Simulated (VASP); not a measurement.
# Sn3PbS4 (Cmmm) in VASP: further runs

Sn3PbS4 is run at these levels: PBE; tasks: single point.

Everything below comes from runs of VASP 6.6.1. Logs are shortened: lines on timing, memory, paths and dates and some standing lists are left out, and cuts for length are marked.

### Step 1. The cell of the first run

It takes space group Cmmm (No. 65, orthorhombic). Conventional cell: a = 8.332 Å, b = 11.782 Å, c = 4.166 Å, α = 90.00°, β = 90.00°, γ = 90.00°. Within 3.8 Å of Sn (site symmetry mmm) lie 6 S at 2.91 Å. Sn (site symmetry 2/m) has 6 S at 2.95 Å within 3.9 Å. Pb (site symmetry mmm) has 6 S at 2.98 Å within 3.9 Å. S (site symmetry m2m) has 5 Sn at 2.91 to 2.95 Å and 1 Pb at 2.98 Å within 3.8 Å. Within 3.8 Å of S (site symmetry 2mm) lie 4 Sn at 2.91 to 2.95 Å and 2 Pb at 2.98 Å.

### Step 2. Single point, PBE

INCAR reads:

```
SYSTEM = Sn3PbS4
  PREC = Accurate
  ENCUT = 520
  EDIFF = 1E-7
  ISMEAR = 0
  SIGMA = 0.1
  LREAL = .FALSE.
  LASPH = .TRUE.
  NELM = 100
  ALGO = Normal
  ISIF = 2
  LWAVE = .FALSE.
  LCHARG = .FALSE.
  GGA = PE
  NBANDS = 50
```

KPOINTS reads:

```
Automatic mesh
0
G
  6 6 10
  0 0 0
```

POSCAR reads:

```
Sn3PbS4
1.0
    4.1661880433     -5.8910909389      0.0000000000
    4.1661880433      5.8910909389      0.0000000000
    0.0000000000      0.0000000000      4.1655593514
Sn Pb S
3 1 4
Direct
    0.0000000000      0.0000000000      0.0000000000
    0.0000000000      0.5000000000      0.5000000000
    0.5000000000      0.0000000000      0.5000000000
    0.5000000000      0.5000000000      0.0000000000
    0.2472592059      0.7527407941      0.0000000000
    0.7527407941      0.2472592059      0.0000000000
    0.2444120421      0.2444120421      0.5000000000
    0.7555879579      0.7555879579      0.5000000000
```

Potentials or basis: VASP PAW PBE potentials, release 64 (Sn_d, Pb_d, S).

Command:

```console
$ cat potpaw_PBE.64/Sn_d/POTCAR potpaw_PBE.64/Pb_d/POTCAR potpaw_PBE.64/S/POTCAR > POTCAR
$ mpirun -np 1 vasp_std > vasp.out
```

OUTCAR:

```text
SYSTEM = Sn3PbS4
   PREC = Accurate
   ENCUT = 520
   EDIFF = 1E-7
   ISMEAR = 0
   LREAL = .FALSE.
   LASPH = .TRUE.
   NELM = 100
   ISIF = 2
   GGA = PE

 ion  position               nearest neighbor table
   1  0.000  0.000  0.000-   7 2.91   8 2.91   7 2.91   8 2.91   5 2.91   6 2.91
   2  0.000  0.500  0.500-   5 2.95   6 2.95   5 2.95   6 2.95   7 2.95   8 2.95
   3  0.500  0.000  0.500-   5 2.95   6 2.95   5 2.95   6 2.95   7 2.95   8 2.95
   4  0.500  0.500  0.000-   5 2.98   6 2.98   7 2.98   8 2.98   7 2.98   8 2.98
   5  0.247  0.753  0.000-   1 2.91   2 2.95   3 2.95   2 2.95   3 2.95   4 2.98
   6  0.753  0.247  0.000-   1 2.91   2 2.95   3 2.95   2 2.95   3 2.95   4 2.98
   7  0.244  0.244  0.500-   1 2.91   1 2.91   3 2.95   2 2.95   4 2.98   4 2.98
   8  0.756  0.756  0.500-   1 2.91   1 2.91   3 2.95   2 2.95   4 2.98   4 2.98

  LATTYP: Found a base centered orthorhombic cell.
 ALAT       =     8.3323760866
 B/A-ratio  =     1.4140242537
 C/A-ratio  =     0.4999245483

  Lattice vectors:

 A1 = (   4.1661880433,  -5.8910909389,   0.0000000000)
 A2 = (   4.1661880433,   5.8910909389,   0.0000000000)
 A3 = (   0.0000000000,   0.0000000000,   4.1655593514)

Analysis of symmetry for initial positions (statically):
=====================================================================
 Subroutine PRICEL returns:
 Original cell was already a primitive cell.

 Routine SETGRP: Setting up the symmetry group for a
 base centered orthorhombic supercell.

 Subroutine GETGRP returns: Found  8 space group operations
 (whereof  8 operations were pure point group operations)
 out of a pool of  8 trial point group operations.

The static configuration has the point symmetry D_2h.

Analysis of symmetry for dynamics (positions and initial velocities):
=====================================================================
 Subroutine PRICEL returns:
 Original cell was already a primitive cell.

 Routine SETGRP: Setting up the symmetry group for a
 base centered orthorhombic supercell.

 Subroutine GETGRP returns: Found  8 space group operations
 (whereof  8 operations were pure point group operations)
 out of a pool of  8 trial point group operations.

The dynamic configuration has the point symmetry D_2h.

 Subroutine INISYM returns: Found  8 space group operations
 (whereof  8 operations are pure point group operations),
 and found     1 'primitive' translations

----------------------------------------------------------------------------------------

                                     Primitive cell

  volume of cell :     204.4739

  direct lattice vectors                    reciprocal lattice vectors
     4.166188043 -5.891090939  0.000000000     0.120013786 -0.084873923  0.000000000
     4.166188043  5.891090939  0.000000000     0.120013786  0.084873923  0.000000000
     0.000000000  0.000000000  4.165559351     0.000000000  0.000000000  0.240063798

  length of vectors
     7.215405412  7.215405412  4.165559351     0.146992829  0.146992829  0.240063798

  position of ions in fractional coordinates (direct lattice)
     0.000000000  0.000000000  0.000000000
     0.000000000  0.500000000  0.500000000
     0.500000000  0.000000000  0.500000000
     0.500000000  0.500000000  0.000000000
     0.247259206  0.752740794  0.000000000
     0.752740794  0.247259206  0.000000000
     0.244412042  0.244412042  0.500000000
     0.755587958  0.755587958  0.500000000

  ion indices of the primitive-cell ions
   primitive index   ion index
                 1           1
                 2           2
                 3           3
                 4           4
                 5           5
                 6           6
                 7           7
                 8           8

----------------------------------------------------------------------------------------

 KPOINTS: Automatic mesh

Automatic generation of k-mesh.
 Grid dimensions read from file:
 generate k-points for:    6    6   10

 Generating k-lattice:

  Cartesian coordinates                     Fractional coordinates (reciprocal lattice)
     0.020002298 -0.014145654  0.000000000     0.166666667 -0.000000000  0.000000000
     0.020002298  0.014145654  0.000000000    -0.000000000  0.166666667  0.000000000
     0.000000000  0.000000000  0.024006380     0.000000000  0.000000000  0.100000000

  Length of vectors
     0.024498805  0.024498805  0.024006380

  Shift w.r.t. Gamma in fractional coordinates (k-lattice)
     0.000000000  0.000000000  0.000000000

 Subroutine IBZKPT returns following result:
 ===========================================

 Found     78 irreducible k-points:

 Following reciprocal coordinates:
            Coordinates               Weight
  0.000000  0.000000  0.000000      1.000000
  0.166667  0.000000  0.000000      4.000000
  0.333333  0.000000  0.000000      4.000000
  0.500000  0.000000  0.000000      2.000000
  0.166667  0.166667  0.000000      2.000000
  0.333333  0.166667  0.000000      4.000000
[... 16 lines left out ...]
  0.333333  0.333333  0.100000      4.000000
  0.500000  0.333333  0.100000      8.000000
 [... further k-points ...]
   k-points           NKPTS =     78   k-points in BZ     NKDIM =     78   number of bands    NBANDS=     50
   number of dos      NEDOS =    301   number of ions     NIONS =      8
   total plane-waves  NPLWV =  93312
   dimension x,y,z NGX =    54 NGY =   54 NGZ =   32
   dimension x,y,z NGXF=   108 NGYF=  108 NGZF=   64
   ions per type =               3   1   4
   NGX,Y,Z   is equivalent  to a cutoff of  12.44, 12.44, 12.77 a.u.
   NGXF,Y,Z  is equivalent  to a cutoff of  24.88, 24.88, 25.54 a.u.
 SYSTEM =  Sn3PbS4
   PREC   = accura    normal or accurate (medium, high low for compatibility)
   ISTART =      0    job   : 0-new  1-cont  2-samecut
   ICHARG =      2    charge: 1-file 2-atom 10-const
   ISPIN  =      1    spin polarized calculation?
   LNONCOLLINEAR =      F non collinear calculations
   LSORBIT =      F    spin-orbit coupling
   LASPH  =      T    aspherical Exc in radial PAW
   ENCUT  =  520.0 eV  38.22 Ry    6.18 a.u.  13.42 13.42  7.75*2*pi/ulx,y,z
   NELM   =    100;   NELMIN=  2; NELMDL= -5     # of ELM steps
   EDIFF  = 0.1E-06   stopping-criterion for ELM
   LREAL  =      F    real-space projection
   EDIFFG = 0.1E-05   stopping-criterion for IOM
   NSW    =      0    number of steps for IOM
   IBRION =     -1    ionic relax: 0-MD 1-quasi-New 2-CG
   NFREE  =      0    steps in history (QN), initial steepest desc. (CG)
   ISIF   =      2    stress and relaxation
   ISYM   =      2    0-nonsym 1-usesym 2-fastsym
   POTIM  = 0.5000    time-step for ionic-motion
   TEBEG  =    0.0;   TEEND  =   0.0 temperature during run
   PSTRESS=    0.0 pullay stress
   NELECT =      80.0000    total number of electrons
   NUPDOWN=      -1.0000    fix difference up-down
   EMIN   =  10.00;   EMAX   =-10.00  energy-range for DOS
   EFERMI =   0.00;   METHOD = LEGACY
   ISMEAR =     0;   SIGMA  =   0.10  broadening in eV -4-tet -1-fermi 0-gaus
   EFERMI_NEDOS =   21; number of points for ismear=-14 and -15
   IALGO  =     38    algorithm
   IMIX   =      4    mixing-type and parameters
     AMIX     =   0.40;   BMIX     =  1.00
     AMIX_MAG =   1.60;   BMIX_MAG =  1.00
  volume/ion in A,a.u.               =      25.56       172.48
  Fermi-wavevector in a.u.,A,eV,Ry     =   1.197362  2.262686 19.506347  1.433676
  Thomas-Fermi vector in A             =   2.333279
   LORBIT       =      0    0 simple, 1 ext, 2 COOP (PROOUT), +10 PAW based schemes
   GGA     = PE    functional components
   LHFCALC =     F    Hartree Fock is set to
   AEXX    =    0.0000 exact exchange contribution
   IVDW    =     0    specifies the selected vdW correction
   LEPSILON=     F    determine dielectric tensor
   LRPA    =     F    only Hartree local field effects (RPA)
 non-spin polarized calculation
 Gauss-broadening in eV      SIGMA  =   0.10
  energy-cutoff  :      520.00
  volume of cell :      204.47
 maximum number of plane-waves:      5536
 NGX is ok and might be reduce to    54
   NGX = 27   NGY = 27   NGZ = 15

 number of electron      80.0000020 magnetization

 Free energy of the ion-electron system (eV)
  ---------------------------------------------------
  ext. energy  EPLUGINS =         0.00000000
  ---------------------------------------------------
  free energy    TOTEN  =       -35.07348133 eV

  energy without entropy =      -35.07282394  energy(sigma->0) =      -35.07315263

 E-fermi :   6.2524     XC(G=0):  -9.6461

 val. band max:        6.1961561810   @ k =   0.0000   0.0000   0.0000
 cond. band min:       6.2757556687   @ k =   0.0000   0.0000   0.0000
 fundamental gap:      0.0795994877
 Fermi energy:         6.2523718313

 k-point     1 :       0.0000    0.0000    0.0000
  band No.  band energies     occupation
      1     -15.5573      2.00000
      2     -15.5552      2.00000
      3     -15.5514      2.00000
      4     -15.5453      2.00000
      5     -15.5445      2.00000
      6     -15.5408      2.00000
[... 42 lines left out ...]
     49      10.8270      0.00000
     50      10.8393      0.00000

 k-point     2 :       0.1667    0.0000    0.0000
  band No.  band energies     occupation
      1     -15.5566      2.00000
      2     -15.5540      2.00000
      3     -15.5517      2.00000
      4     -15.5447      2.00000
      5     -15.5441      2.00000
      6     -15.5408      2.00000
[... 42 lines left out ...]
     49      10.4202      0.00000
     50      10.4286      0.00000

 k-point     3 :       0.3333    0.0000    0.0000
  band No.  band energies     occupation
      1     -15.5552      2.00000
      2     -15.5525      2.00000
      3     -15.5504      2.00000
      4     -15.5433      2.00000
      5     -15.5431      2.00000
      6     -15.5417      2.00000
[... 1102 lines left out ...]
     49       9.8317      0.00000
     50      10.0170      0.00000

 k-point    24 :       0.5000    0.3333    0.1000
  band No.  band energies     occupation
      1     -15.5532      2.00000
      2     -15.5517      2.00000
      3     -15.5514      2.00000
      4     -15.5461      2.00000
      5     -15.5436      2.00000
      6     -15.5410      2.00000
[... 42 lines left out ...]
     49       9.8906      0.00000
     50      10.0255      0.00000

 [... further k-points ...]

------------------------ aborting loop because EDIFF is reached ----------------------------------------

  FORCE on cell =-STRESS in cart. coord.  units (eV):
  Direction    XX          YY          ZZ          XY          YZ          ZX
  --------------------------------------------------------------------------------------
  -------------------------------------------------------------------------------------
  Total       -0.0873608     -0.0882097     -0.0873451      0.0000000      0.0000000      0.0000000
  in kB       -0.6845250     -0.6911767     -0.6844022      0.0000000      0.0000000      0.0000000
  external PRESSURE =      -0.6867013 kB  Pullay stress =       0.0000000 kB

 VOLUME and BASIS-vectors are now :
 -----------------------------------------------------------------------------
  energy-cutoff  :      520.00
  volume of cell :      204.47
      direct lattice vectors                 reciprocal lattice vectors
     4.166188043 -5.891090939  0.000000000     0.120013786 -0.084873923  0.000000000
     4.166188043  5.891090939  0.000000000     0.120013786  0.084873923  0.000000000
     0.000000000  0.000000000  4.165559351     0.000000000  0.000000000  0.240063798

 POSITION                                       TOTAL-FORCE (eV/Angst)
 -----------------------------------------------------------------------------------
      0.00000      0.00000      0.00000         0.000000      0.000000     -0.000000
      2.08309      2.94555      2.08278         0.000000      0.000000     -0.000000
      2.08309     -2.94555      2.08278        -0.000000      0.000000     -0.000000
      4.16619      0.00000      0.00000         0.000000      0.000000     -0.000000
      4.16619      2.97784      0.00000         0.000000     -0.001292      0.000000
      4.16619     -2.97784      0.00000         0.000000      0.001292     -0.000000
      2.03653      0.00000      2.08278         0.001627      0.000000     -0.000000
      6.29584      0.00000      2.08278        -0.001627      0.000000      0.000000
 -----------------------------------------------------------------------------------
    total drift:                                0.000000      0.000000      0.000000

  FREE ENERGIE OF THE ION-ELECTRON SYSTEM (eV)
  ---------------------------------------------------
  free  energy   TOTEN  =       -35.0734813283 eV

  energy  without entropy=      -35.0728239402  energy(sigma->0) =      -35.07315263
```

Wall time 8.4 min (1 thread of Intel Xeon 6975P-C (Granite Rapids), shared host); peak memory 0.75 GiB.

Results:

```
Free energy            : -35.0735 eV
Pressure               : -0.1 GPa
Band gap on the k mesh : 0.08 eV
```

Caveat: spin-orbit coupling is left out, which moves the levels of the heavy elements. A k mesh can miss the band edges.

### Step 3. Single point, PBE

This run uses another cell than the first one, of 26.20 Å³/atom.

INCAR reads:

```
SYSTEM = Sn3PbS4
PREC = Accurate
ENCUT = 520
EDIFF = 1E-6
ISMEAR = 0
SIGMA = 0.1
LREAL = .FALSE.
LASPH = .TRUE.
NELM = 100
ALGO = Normal
ISIF = 2
LWAVE = .FALSE.
LCHARG = .TRUE.
GGA = PE
LELF = .TRUE.
LVHAR = .TRUE.
NBANDS = 50
```

KPOINTS reads:

```
regular mesh
0
G
  4 4 4
  0 0 0
```

POSCAR reads:

```
Sn3PbS4
1.0
    4.2005777100     -5.9405139700      0.0000000000
    4.2005777100      5.9405139700      0.0000000000
    0.0000000000      0.0000000000      4.2005777100
Sn Pb S
3 1 4
Direct
    0.0000000000      0.0000000000      0.0000000000
    0.0000000000      0.5000000000      0.5000000000
    0.5000000000      0.0000000000      0.5000000000
    0.5000000000      0.5000000000      0.0000000000
    0.2500000000      0.7500000000      0.0000000000
    0.7500000000      0.2500000000      0.0000000000
    0.2500000000      0.2500000000      0.5000000000
    0.7500000000      0.7500000000      0.5000000000
```

Potentials or basis: VASP PAW PBE potentials, release 64 (Sn_d, Pb_d, S).

Command:

```console
$ cat potpaw_PBE.64/Sn_d/POTCAR potpaw_PBE.64/Pb_d/POTCAR potpaw_PBE.64/S/POTCAR > POTCAR
$ mpirun -np 1 vasp_std > vasp.out
```

OUTCAR:

```text
SYSTEM = Sn3PbS4
   PREC = Accurate
   ENCUT = 520
   EDIFF = 1E-6
   ISMEAR = 0
   LREAL = .FALSE.
   LASPH = .TRUE.
   NELM = 100
   ISIF = 2
   GGA = PE

 ion  position               nearest neighbor table
   1  0.000  0.000  0.000-   7 2.97   8 2.97   7 2.97   8 2.97   5 2.97   6 2.97
   2  0.000  0.500  0.500-   5 2.97   6 2.97   5 2.97   6 2.97   7 2.97   8 2.97
   3  0.500  0.000  0.500-   5 2.97   6 2.97   5 2.97   6 2.97   7 2.97   8 2.97
   4  0.500  0.500  0.000-   7 2.97   8 2.97   7 2.97   8 2.97   5 2.97   6 2.97
   5  0.250  0.750  0.000-   2 2.97   3 2.97   2 2.97   3 2.97   1 2.97   4 2.97
   6  0.750  0.250  0.000-   2 2.97   3 2.97   2 2.97   3 2.97   1 2.97   4 2.97
   7  0.250  0.250  0.500-   1 2.97   4 2.97   1 2.97   4 2.97   3 2.97   2 2.97
[... 1323 lines left out ...]
  external PRESSURE =     -14.6827702 kB  Pullay stress =       0.0000000 kB

 VOLUME and BASIS-vectors are now :
 -----------------------------------------------------------------------------
  energy-cutoff  :      520.00
  volume of cell :      209.64
      direct lattice vectors                 reciprocal lattice vectors
     4.200577710 -5.940513970  0.000000000     0.119031246 -0.084167801  0.000000000
     4.200577710  5.940513970  0.000000000     0.119031246  0.084167801  0.000000000
     0.000000000  0.000000000  4.200577710     0.000000000  0.000000000  0.238062493

 POSITION                                       TOTAL-FORCE (eV/Angst)
 -----------------------------------------------------------------------------------
      0.00000      0.00000      0.00000        -0.000000      0.000000      0.000000
      2.10029      2.97026      2.10029         0.000000      0.000000      0.000000
      2.10029     -2.97026      2.10029        -0.000000     -0.000000      0.000000
      4.20058      0.00000      0.00000        -0.000000      0.000000      0.000000
      4.20058      2.97026      0.00000         0.000000      0.185166      0.000000
      4.20058     -2.97026      0.00000         0.000000     -0.185166      0.000000
      2.10029      0.00000      2.10029        -0.262379      0.000000      0.000000
      6.30087      0.00000      2.10029         0.262379      0.000000      0.000000
 -----------------------------------------------------------------------------------
    total drift:                                0.000000      0.000000      0.000000

  FREE ENERGIE OF THE ION-ELECTRON SYSTEM (eV)
  ---------------------------------------------------
  free  energy   TOTEN  =       -35.0588734911 eV

  energy  without entropy=      -35.0541880472  energy(sigma->0) =      -35.05653077
```

stdout:

```text
POSCAR found type information on POSCAR SnPbS
 POSCAR found :  3 types and       8 ions
 scaLAPACK will be used
 LDA part: xc-table for (Slater+PW92), standard interpolation
 POSCAR, INCAR and KPOINTS ok, starting setup
 FFT: planning ... GRIDC
 FFT: planning ... GRID_SOFT
 FFT: planning ... GRID
 WAVECAR not read
 entering main loop
```

Wall time 2.1 min (1 thread of Intel Xeon 6975P-C (Granite Rapids), shared host); peak memory 0.39 GiB.

What came out:

```
Free energy            : -35.0589 eV
Pressure               : -1.5 GPa
Largest force          : 0.262 eV/Å
Band gap on the k mesh : 0.03 eV
```

Forces on the atoms (eV/Å):
```
Sn   0.000  0.000  0.000
Sn   0.000  0.000  0.000
Sn   0.000  0.000  0.000
Pb   0.000  0.000  0.000
S    0.000  0.185  0.000
S    0.000 -0.185  0.000
S   -0.262  0.000  0.000
S    0.262  0.000  0.000
```

Levels at points of the mesh, in eV from the valence-band top:
```csv
k point,band 37,band 38,band 39,band 40,band 41,band 42,band 43,band 44
"(0.00, 0.00, 0.00)",-2.15,-2.15,-0.01,0.00,0.03,0.30,1.39,1.45
"(0.50, 0.00, 0.00)",-2.32,-2.20,-1.33,-1.20,2.01,2.17,2.43,2.44
"(0.50, 0.50, 0.00)",-1.96,-1.78,-0.87,-0.73,1.00,1.11,1.83,1.90
"(0.00, 0.00, 0.50)",-1.34,-1.14,-0.81,-0.73,1.00,1.11,1.60,1.77
"(0.50, 0.00, 0.50)",-2.54,-2.22,-2.20,-2.18,2.40,2.45,2.45,2.48
"(0.50, 0.50, 0.50)",-2.15,-2.15,0.00,0.00,0.03,0.30,1.40,1.45
```

Caveat: the smearing spreads over this small gap; spin-orbit coupling is left out, which moves the levels of the heavy elements.

The gap in the log of VASP goes by the Fermi energy; the results here count the filled bands.